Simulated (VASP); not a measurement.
# SiC in VASP: further runs

The runs below take SiC through single point, with r2SCAN.

Program: VASP 6.6.1. These are calculated values, not measurements. Logs are shortened: lines on timing, memory, paths and dates and some standing lists are left out, and cuts for length are marked.

## (1) The cell of the first run

The cell holds layers a few Å apart, 16 atoms: a = 3.080 Å, b = 4.356 Å, c = 13.781 Å, α = 90.00°, β = 90.00°, γ = 90.00°.

## (2) Single point, r2SCAN

Contents of POSCAR:

```
SiC
1.0
    3.0803621794      0.0000000000      0.0000000000
    0.0000000000      4.3562899711      0.0000000000
    0.0000000000      0.0000000000     13.7812676278
Si C
8 8
Direct
    0.5000000000      0.5000000000      0.1088433982
    0.0000000000      0.0000000000      0.2206024273
    0.5000000000      0.5000000000      0.3323614564
    0.0000000000      0.0000000000      0.4441204855
    0.5000000000      0.5000000000      0.5558795145
    0.0000000000      0.0000000000      0.6676385436
    0.5000000000      0.5000000000      0.7793975727
    0.0000000000      0.0000000000      0.8911566018
    0.0000000000      0.2500000000      0.1088433982
    0.5000000000      0.7500000000      0.2206024273
    0.0000000000      0.2500000000      0.3323614564
    0.5000000000      0.7500000000      0.4441204855
    0.0000000000      0.2500000000      0.5558795145
    0.5000000000      0.7500000000      0.6676385436
    0.0000000000      0.2500000000      0.7793975727
    0.5000000000      0.7500000000      0.8911566018
```

Contents of INCAR.step1:

```
SYSTEM = SiC
PREC = Accurate ; ENCUT = 520
ISMEAR = 0 ; SIGMA = 0.05
LREAL = Auto ; LASPH = .TRUE.
NELM = 60 ; LDIPOL = .TRUE.
IDIPOL = 3 ; DIPOL = 0.5 0.5 0.500
NBANDS = 46 ; GGA = PE
ALGO = Normal ; EDIFF = 1E-4
LWAVE = .TRUE. ; LCHARG = .FALSE.
```

Contents of INCAR.step2:

```
SYSTEM = SiC
PREC = Accurate ; ENCUT = 520
EDIFF = 1E-7 ; ISMEAR = 0
SIGMA = 0.05 ; LREAL = Auto
LASPH = .TRUE. ; NELM = 60
ALGO = Normal ; ISIF = 2
LWAVE = .FALSE. ; LCHARG = .FALSE.
LDIPOL = .TRUE. ; IDIPOL = 3
DIPOL = 0.5 0.5 0.500 ; METAGGA = R2SCAN
LMIXTAU = .TRUE. ; NBANDS = 46
ISTART = 1
```

Contents of KPOINTS:

```
Automatic mesh
0
G
  9 6 1
  0 0 0
```

Potentials or basis: VASP PAW PBE potentials, release 64 (Si, C).

On the command line:

```bash
cat potpaw_PBE.64/Si/POTCAR potpaw_PBE.64/C/POTCAR > POTCAR
cp INCAR.step1 INCAR
mpirun -np 1 vasp_std > vasp.out
cp INCAR.step2 INCAR
mpirun -np 1 vasp_std > vasp.out
```

OUTCAR:

```text
SYSTEM = SiC
   PREC = Accurate
   ENCUT = 520
   EDIFF = 1E-7
   ISMEAR = 0
   LREAL = Auto
   LASPH = .TRUE.
   NELM = 60
   ISIF = 2
   METAGGA = R2SCAN
   ISTART = 1

 ion  position               nearest neighbor table
   1  0.500  0.500  0.109-   9 1.89   9 1.89  10 1.89   2 3.08   2 3.08   2 3.08   2 3.08   3 3.08

   2  0.000  0.000  0.221-  10 1.89  10 1.89  11 1.89   9 1.89   1 3.08   1 3.08   3 3.08   1 3.08
                             3 3.08   3 3.08   1 3.08   3 3.08   4 3.08
   3  0.500  0.500  0.332-  11 1.89  11 1.89  12 1.89  10 1.89   5 3.08   4 3.08   2 3.08   4 3.08
                             2 3.08   4 3.08   2 3.08   2 3.08   4 3.08   1 3.08
   4  0.000  0.000  0.444-  13 1.89  12 1.89  12 1.89  11 1.89   6 3.08   5 3.08   5 3.08   5 3.08
                             5 3.08   3 3.08   3 3.08   3 3.08   3 3.08   2 3.08
   5  0.500  0.500  0.556-  12 1.89  13 1.89  13 1.89  14 1.89   3 3.08   4 3.08   4 3.08   4 3.08
                             4 3.08   6 3.08   6 3.08   6 3.08   6 3.08   7 3.08
   6  0.000  0.000  0.668-  14 1.89  14 1.89  15 1.89  13 1.89   4 3.08   5 3.08   5 3.08   7 3.08
                             5 3.08   7 3.08   7 3.08   5 3.08   7 3.08   8 3.08
   7  0.500  0.500  0.779-  15 1.89  15 1.89  16 1.89  14 1.89   6 3.08   6 3.08   8 3.08   6 3.08
                             8 3.08   8 3.08   6 3.08   8 3.08   5 3.08
   8  0.000  0.000  0.891-  16 1.89  16 1.89  15 1.89   7 3.08   7 3.08   7 3.08   7 3.08   6 3.08

   9  0.000  0.250  0.109-   1 1.89   1 1.89   2 1.89
  10  0.500  0.750  0.221-   2 1.89   2 1.89   3 1.89   1 1.89
  11  0.000  0.250  0.332-   3 1.89   3 1.89   4 1.89   2 1.89
  12  0.500  0.750  0.444-   5 1.89   4 1.89   4 1.89   3 1.89
  13  0.000  0.250  0.556-   4 1.89   5 1.89   5 1.89   6 1.89
  14  0.500  0.750  0.668-   6 1.89   6 1.89   7 1.89   5 1.89
  15  0.000  0.250  0.779-   7 1.89   7 1.89   8 1.89   6 1.89
  16  0.500  0.750  0.891-   8 1.89   8 1.89   7 1.89

  LATTYP: Found a simple orthorhombic cell.
 ALAT       =     3.0803621794
 B/A-ratio  =     1.4142135624
 C/A-ratio  =     4.4739114511

  Lattice vectors:

 A1 = (   3.0803621794,   0.0000000000,   0.0000000000)
 A2 = (   0.0000000000,   4.3562899711,   0.0000000000)
 A3 = (   0.0000000000,   0.0000000000,  13.7812676278)

Analysis of symmetry for initial positions (statically):
=====================================================================
 Subroutine PRICEL returns:
 Original cell was already a primitive cell.

 Routine SETGRP: Setting up the symmetry group for a
 simple orthorhombic supercell.

 Subroutine GETGRP returns: Found  4 space group operations
 (whereof  2 operations were pure point group operations)
 out of a pool of  8 trial point group operations.

The static configuration has the point symmetry C_1h.
 The point group associated with its full space group is C_2v.

Analysis of symmetry for dynamics (positions and initial velocities):
=====================================================================
 Subroutine PRICEL returns:
 Original cell was already a primitive cell.

 Routine SETGRP: Setting up the symmetry group for a
 simple orthorhombic supercell.

 Subroutine GETGRP returns: Found  4 space group operations
 (whereof  2 operations were pure point group operations)
 out of a pool of  8 trial point group operations.

The dynamic configuration has the point symmetry C_1h.
 The point group associated with its full space group is C_2v.

 Subroutine INISYM returns: Found  4 space group operations
 (whereof  2 operations are pure point group operations),
 and found     1 'primitive' translations

----------------------------------------------------------------------------------------

                                     Primitive cell

  volume of cell :     184.9302

  direct lattice vectors                    reciprocal lattice vectors
     3.080362179  0.000000000  0.000000000     0.324637150  0.000000000  0.000000000
     0.000000000  4.356289971  0.000000000     0.000000000  0.229553130  0.000000000
     0.000000000  0.000000000 13.781267628     0.000000000  0.000000000  0.072562265

  length of vectors
     3.080362179  4.356289971 13.781267628     0.324637150  0.229553130  0.072562265

  position of ions in fractional coordinates (direct lattice)
     0.500000000  0.500000000  0.108843398
     0.000000000  0.000000000  0.220602427
     0.500000000  0.500000000  0.332361456
     0.000000000  0.000000000  0.444120486
     0.500000000  0.500000000  0.555879514
     0.000000000  0.000000000  0.667638544
[... 8 lines left out ...]
     0.000000000  0.250000000  0.779397573
     0.500000000  0.750000000  0.891156602
[... 33 lines left out ...]
     0.000000000  0.000000000  0.072562265     0.000000000  0.000000000  1.000000000

  Length of vectors
     0.036070794  0.038258855  0.072562265

  Shift w.r.t. Gamma in fractional coordinates (k-lattice)
     0.000000000  0.000000000  0.000000000

 Subroutine IBZKPT returns following result:
 ===========================================

 Found     20 irreducible k-points:

 Following reciprocal coordinates:
            Coordinates               Weight
  0.000000  0.000000  0.000000      1.000000
  0.111111  0.000000  0.000000      2.000000
  0.222222  0.000000  0.000000      2.000000
  0.333333  0.000000  0.000000      2.000000
  0.444444  0.000000  0.000000      2.000000
  0.000000  0.166667  0.000000      2.000000
[... 12 lines left out ...]
  0.333333  0.500000  0.000000      2.000000
  0.444444  0.500000  0.000000      2.000000
   k-points           NKPTS =     20   k-points in BZ     NKDIM =     20   number of bands    NBANDS=     46
   number of dos      NEDOS =    301   number of ions     NIONS =     16
   total plane-waves  NPLWV =  82944
   dimension x,y,z NGX =    24 NGY =   32 NGZ =  108
   dimension x,y,z NGXF=    48 NGYF=   64 NGZF=  216
   ions per type =               8   8
   NGX,Y,Z   is equivalent  to a cutoff of  12.95, 12.21, 13.03 a.u.
   NGXF,Y,Z  is equivalent  to a cutoff of  25.91, 24.42, 26.06 a.u.
 SYSTEM =  SiC
   PREC   = accura    normal or accurate (medium, high low for compatibility)
   ISTART =      1    job   : 0-new  1-cont  2-samecut
   ICHARG =      0    charge: 1-file 2-atom 10-const
   ISPIN  =      1    spin polarized calculation?
   LNONCOLLINEAR =      F non collinear calculations
   LSORBIT =      F    spin-orbit coupling
   LASPH  =      T    aspherical Exc in radial PAW
   ENCUT  =  520.0 eV  38.22 Ry    6.18 a.u.   5.73  8.10 25.62*2*pi/ulx,y,z
   NELM   =     60;   NELMIN=  2; NELMDL=  0     # of ELM steps
   EDIFF  = 0.1E-06   stopping-criterion for ELM
   LREAL  =      T    real-space projection
   EDIFFG = 0.1E-05   stopping-criterion for IOM
   NSW    =      0    number of steps for IOM
   IBRION =     -1    ionic relax: 0-MD 1-quasi-New 2-CG
   NFREE  =      0    steps in history (QN), initial steepest desc. (CG)
   ISIF   =      2    stress and relaxation
   ISYM   =      2    0-nonsym 1-usesym 2-fastsym
   POTIM  = 0.5000    time-step for ionic-motion
   TEBEG  =    0.0;   TEEND  =   0.0 temperature during run
   PSTRESS=    0.0 pullay stress
   NELECT =      64.0000    total number of electrons
   NUPDOWN=      -1.0000    fix difference up-down
   EMIN   =  10.00;   EMAX   =-10.00  energy-range for DOS
   EFERMI =   0.00;   METHOD = LEGACY
   ISMEAR =     0;   SIGMA  =   0.05  broadening in eV -4-tet -1-fermi 0-gaus
   EFERMI_NEDOS =   21; number of points for ismear=-14 and -15
   IALGO  =     38    algorithm
   IMIX   =      4    mixing-type and parameters
     AMIX     =   0.40;   BMIX     =  1.00
     AMIX_MAG =   1.60;   BMIX_MAG =  1.00
  volume/ion in A,a.u.               =      11.56        78.00
  Fermi-wavevector in a.u.,A,eV,Ry     =   1.149385  2.172023 17.974469  1.321086
  Thomas-Fermi vector in A             =   2.286055
   LORBIT       =      0    0 simple, 1 ext, 2 COOP (PROOUT), +10 PAW based schemes
   METAGGA = R2SCAN    functional components
   LHFCALC =     F    Hartree Fock is set to
   AEXX    =    0.0000 exact exchange contribution
   IVDW    =     0    specifies the selected vdW correction
   LEPSILON=     F    determine dielectric tensor
   LRPA    =     F    only Hartree local field effects (RPA)
 non-spin polarized calculation
 Gauss-broadening in eV      SIGMA  =   0.05
  energy-cutoff  :      520.00
  volume of cell :      184.93
 maximum number of plane-waves:      5012
 NGX is ok and might be reduce to    24
   NGX = 11   NGY = 17   NGZ = 51

 number of electron      64.0000001 magnetization

 dipolmoment           0.000000      0.000000      0.000000 electrons x Angstroem

 Free energy of the ion-electron system (eV)
  ---------------------------------------------------
  ext. energy  EPLUGINS =         0.00000000
  ---------------------------------------------------
  free energy    TOTEN  =      -149.16408466 eV

  energy without entropy =     -149.16408466  energy(sigma->0) =     -149.16408466

 E-fermi :   7.2280     XC(G=0): -11.3283

 val. band max:        6.9824399906   @ k =   0.3333   0.0000   0.0000
 cond. band min:       8.0399511317   @ k =   0.4444   0.0000   0.0000
 fundamental gap:      1.0575111411
 Fermi energy:         7.2280106746

 k-point     1 :       0.0000    0.0000    0.0000
  band No.  band energies     occupation
      1      -9.5484      2.00000
      2      -8.9336      2.00000
      3      -8.0551      2.00000
      4      -6.8023      2.00000
      5      -5.6801      2.00000
      6      -4.7071      2.00000
[... 929 lines left out ...]
     43      13.9025      0.00000
     44      13.9025      0.00000
 [bands above 44 left out]

------------------------ aborting loop because EDIFF is reached ----------------------------------------

 vacuum level on the upper side and lower side of the slab       (xc-potential included)        -6.812        -6.812

  FORCE on cell =-STRESS in cart. coord.  units (eV):
  Direction    XX          YY          ZZ          XY          YZ          ZX
  --------------------------------------------------------------------------------------
  -------------------------------------------------------------------------------------
  Total       -2.5274831     -5.4940047    -10.3267309      0.0000000      0.0000000      0.0000000
  in kB      -21.8973277    -47.5983476    -89.4675849      0.0000000      0.0000000      0.0000000
  external PRESSURE =     -52.9877534 kB  Pullay stress =       0.0000000 kB

 VOLUME and BASIS-vectors are now :
 -----------------------------------------------------------------------------
  energy-cutoff  :      520.00
  volume of cell :      184.93
      direct lattice vectors                 reciprocal lattice vectors
     3.080362179  0.000000000  0.000000000     0.324637150  0.000000000  0.000000000
     0.000000000  4.356289971  0.000000000     0.000000000  0.229553130  0.000000000
     0.000000000  0.000000000 13.781267628     0.000000000  0.000000000  0.072562265

 POSITION                                       TOTAL-FORCE (eV/Angst)
 -----------------------------------------------------------------------------------
      1.54018      2.17814      1.50000         0.000000     -2.594025      0.044294
      0.00000      0.00000      3.04018         0.000000      0.326225     -0.771354
      1.54018      2.17814      4.58036         0.000000     -0.358071      0.029387
      0.00000      0.00000      6.12054         0.000000      0.030064     -0.010384
      1.54018      2.17814      7.66072         0.000000      0.030064      0.010384
      0.00000      0.00000      9.20091         0.000000     -0.358071     -0.029387
[... 8 lines left out ...]
      0.00000      1.08907     10.74109         0.000000      0.752973      0.603515
      1.54018      3.26722     12.28127         0.000000      1.757587      1.092999
 -----------------------------------------------------------------------------------
    total drift:                                0.000000      0.000799      0.000000

  FREE ENERGIE OF THE ION-ELECTRON SYSTEM (eV)
  ---------------------------------------------------
  free  energy   TOTEN  =      -149.1640846633 eV

  energy  without entropy=     -149.1640846633  energy(sigma->0) =     -149.16408466

 vacuum level on the upper side and lower side of the slab         4.473         4.473
```

Wall time 7.7 min (1 thread of AMD EPYC 9R45 (Zen 5), shared host); peak memory 0.32 GiB.

What came out:

- Free energy: -149.1641 eV
- Largest force: 2.594 eV/Å
- Band gap on the k mesh: 1.06 eV (least direct gap 1.16 eV)

Forces in eV/Å, atoms in the order of the input:
```
Si   0.000 -2.594  0.044
Si   0.000  0.326 -0.771
Si   0.000 -0.358  0.029
Si   0.000  0.030 -0.010
Si   0.000  0.030  0.010
Si   0.000 -0.358 -0.029
Si   0.000  0.326  0.771
Si   0.000 -2.594 -0.044
C    0.000  1.758 -1.093
C    0.000  0.753 -0.604
C    0.000  0.040  0.209
C    0.000  0.045 -0.155
C    0.000  0.045  0.155
C    0.000  0.040 -0.209
C    0.000  0.753  0.604
C    0.000  1.758  1.093
```

Caveat: the k points lie up to 0.46 Å⁻¹ apart; the PAW data sets were made with another functional, which shifts forces and pressure a little.

## (3) Single point, r2SCAN

This run uses another cell than the first one.

Contents of POSCAR:

```
SiC
1.0
    3.0803621794      0.0000000000      0.0000000000
    0.0000000000      4.3562899711      0.0000000000
    0.0000000000      0.0000000000     25.7812676278
Si C
8 8
Direct
    0.5000000000      0.5000000000      0.2909088920
    0.0000000000      0.0000000000      0.3506492086
    0.5000000000      0.5000000000      0.4103895251
    0.0000000000      0.0000000000      0.4701298417
    0.5000000000      0.5000000000      0.5298701583
    0.0000000000      0.0000000000      0.5896104749
    0.5000000000      0.5000000000      0.6493507914
    0.0000000000      0.0000000000      0.7090911080
    0.0000000000      0.2500000000      0.2909088920
    0.5000000000      0.7500000000      0.3506492086
    0.0000000000      0.2500000000      0.4103895251
    0.5000000000      0.7500000000      0.4701298417
    0.0000000000      0.2500000000      0.5298701583
    0.5000000000      0.7500000000      0.5896104749
    0.0000000000      0.2500000000      0.6493507914
    0.5000000000      0.7500000000      0.7090911080
```

Contents of INCAR.step1:

```
SYSTEM = SiC
ALGO = Normal ; DIPOL = 0.5 0.5 0.500
EDIFF = 1E-4 ; ENCUT = 520
GGA = PE ; IDIPOL = 3
ISMEAR = 0 ; LASPH = .True.
LCHARG = .False. ; LDIPOL = .True.
LREAL = Auto ; LWAVE = .True.
NBANDS = 46 ; NELM = 100
PREC = Accurate ; SIGMA = 0.05
```

Contents of INCAR.step2:

```
SYSTEM = SiC
ALGO = Normal ; DIPOL = 0.5 0.5 0.500
EDIFF = 1E-6 ; ENCUT = 520
IDIPOL = 3 ; ISIF = 2
ISMEAR = 0 ; ISTART = 1
LASPH = .True. ; LCHARG = .False.
LDIPOL = .True. ; LMIXTAU = .True.
LREAL = Auto ; LWAVE = .False.
METAGGA = R2SCAN ; NBANDS = 46
NELM = 100 ; PREC = Accurate
SIGMA = 0.05
```

Contents of KPOINTS:

```
k-points
0
Gamma
  9 6 1
  0 0 0
```

Potentials or basis: VASP PAW PBE potentials, release 64 (Si, C).

On the command line:

```bash
cat potpaw_PBE.64/Si/POTCAR potpaw_PBE.64/C/POTCAR > POTCAR
cp INCAR.step1 INCAR
mpirun -np 1 vasp_std > vasp.out
cp INCAR.step2 INCAR
mpirun -np 1 vasp_std > vasp.out
```

Wall time 24 min (1 thread of AMD EPYC 9R45 (Zen 5), shared host); peak memory 0.49 GiB.

Results (log left out):

| Quantity | Value |
| --- | --- |
| Free energy | -147.8218 eV |
| Largest force | 3.760 eV/Å |
| Band gap on the k mesh | 0.46 eV (least direct gap 0.67 eV) |

Forces on the atoms (eV/Å):
```
Si   0.000 -3.218  1.945
Si   0.000  0.404 -1.035
Si   0.000 -0.426 -0.028
Si   0.000  0.029 -0.052
Si   0.000  0.029  0.052
Si   0.000 -0.426  0.028
Si   0.000  0.404  1.035
Si   0.000 -3.218 -1.945
C    0.000  2.088 -0.551
C    0.000  1.004 -0.475
C    0.000  0.034  0.247
C    0.000  0.085 -0.101
C    0.000  0.085  0.101
C    0.000  0.034 -0.247
C    0.000  1.004  0.475
C    0.000  2.088  0.551
```

Levels at points of the mesh, in eV from the valence-band top:
```csv
k point,band 30,band 31,band 32,band 33,band 34,band 35
"(0.00, 0.00, 0.00)",-0.54,-0.53,-0.32,1.43,1.52,1.79
"(0.00, 0.50, 0.00)",-1.20,-0.37,-0.37,0.90,0.90,4.34
```

Caveat: semilocal functionals underestimate gaps, and a narrow one can read as zero; the PAW data sets were made with another functional, which shifts forces and pressure a little.

(Part 1 of 2 ends here.)
